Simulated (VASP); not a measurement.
In5PtCl:

```xyz
7
Lattice="4.4768 0.0000 0.0000 0.0000 4.4768 0.0000 0.0000 0.0000 7.8629" Properties=species:S:1:pos:R:3 pbc="T T T"
In    2.2384    0.0000    5.7100
In    0.0000    2.2384    5.7100
In    2.2384    0.0000    2.1529
In    0.0000    2.2384    2.1529
In    0.0000    0.0000    0.0000
Pt    2.2384    2.2384    0.0000
Cl    0.0000    0.0000    3.9315
```

The cell was generated, and may not be a known phase.

| Property | Result |
| --- | --- |
| Program | VASP 6.6.1 |
| Task | relaxation of cell and atoms |
| Functional | PBE |
| Potentials or basis | VASP PAW PBE potentials, release 64 (In_d, Pt, Cl) |
| Cutoff | 600 eV |
| k mesh | 4 × 4 × 2 |
| Occupations | gaussian, width 0.1 eV |
| Spin | no spin polarisation |

At the start: pressure 8.5 GPa; volume 22.51 Å³/atom.

**Question.** Where does the relaxation end?

**Answer.** Over 19 steps the energy falls by 225.6 meV/atom and the volume is 26.68 Å³/atom (+18.5 %); space group P4/mmm (No. 123, to 0.1 Å) before and after.

Step by step:
| step | energy change (eV) | largest force (eV/Å) | pressure (GPa) | volume (Å³) |
| --- | --- | --- | --- | --- |
| 1 | 0.0000 | 1.0830 | 8.46 | 157.59 |
| 2 | -0.8457 | 0.8757 | -0.03 | 186.28 |
| 3 | -0.8627 | 0.8558 | -1.20 | 193.26 |
| 4 | -0.8635 | 0.8599 | -0.96 | 191.70 |
| 5 | -1.0539 | 0.7706 | -0.73 | 190.91 |
| 6 | -1.4546 | 0.2871 | 0.12 | 188.37 |
| 7 | -1.0618 | 1.0904 | 4.76 | 182.46 |
| 8 | -1.5203 | 0.0072 | 0.84 | 187.04 |
| 9 | -1.5210 | 0.0176 | 0.90 | 186.88 |
| 10 | -1.5418 | 0.0352 | -0.33 | 194.70 |
| 11 | -1.5428 | 0.0327 | -0.13 | 193.30 |
| 12 | -1.5489 | 0.0524 | -0.13 | 193.04 |
| 13 | -1.5668 | 0.0899 | -0.13 | 192.15 |
| 14 | -1.5546 | 0.1747 | 0.23 | 189.93 |
| 15 | -1.5706 | 0.1195 | 0.00 | 191.31 |
| 16 | -1.5710 | 0.1111 | -0.06 | 191.56 |
| 17 | -1.5777 | 0.0790 | 0.07 | 190.30 |
| 18 | -1.5801 | 0.0573 | 0.17 | 189.14 |
| 19 | -1.5795 | 0.0016 | 0.15 | 186.79 |

Final structure:
```
In Pt Cl
1.0
     4.38608    0.00000    0.00000
     0.00000    4.38608    0.00000
     0.00000    0.00000    9.70974
In Pt Cl
5 1 1
Direct
  0.50000 0.00000 0.76104
  0.00000 0.50000 0.76104
  0.50000 0.00000 0.23896
  0.00000 0.50000 0.23896
  0.00000 0.00000 0.00000
  0.50000 0.50000 0.00000
  0.00000 0.00000 0.50000
```

Caveat: the k points lie up to 0.36 Å⁻¹ apart in the final cell, too coarse for converged energies and pressures of a metal; the volume moved by over 15 % at a fixed basis, so the end points are rough.
